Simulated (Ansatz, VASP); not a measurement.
**Two plane-wave programs on MgRe3**

```xyz
4
Lattice="0.0000 3.1145 3.1145 3.1145 0.0000 3.1145 3.1145 3.1145 0.0000" Properties=species:S:1:pos:R:3 pbc="T T T"
Mg    0.0000    0.0000    0.0000
Re    1.5573    1.5573    1.5573
Re    3.1145    3.1145    3.1145
Re    4.6718    4.6718    4.6718
```

Alike in both runs: task relaxation of cell and atoms; functional PBE; k mesh 6 × 6 × 6; occupations fermi-dirac, width 0.05 eV; no spin polarisation.

|  | VASP | Ansatz |
| --- | --- | --- |
| version | VASP 6.6.1 | Ansatz 0.2.0 |
| potentials or method | VASP PAW PBE potentials, release 64 (Mg, Re), cutoff 600 eV | plane waves, PAW |
| valence electrons in the cell | 23 | 55 |

VASP gave:

| Property | Result |
| --- | --- |
| relaxed volume (Å³/atom) | 15.04 |
| relaxed length of the cell vector where the two differ most in proportion (Å) | 4.398 |

Question: What did Ansatz give for the same quantities?

Answer: Relaxed volume (Å³/atom): 15.07; relaxed length of the cell vector where the two differ most in proportion (Å): 4.401.

VASP's potentials hold 23 valence electrons a cell and Ansatz's 55, so a difference there can come from the potentials and not from the codes.

Neither program's run includes spin-orbit coupling.
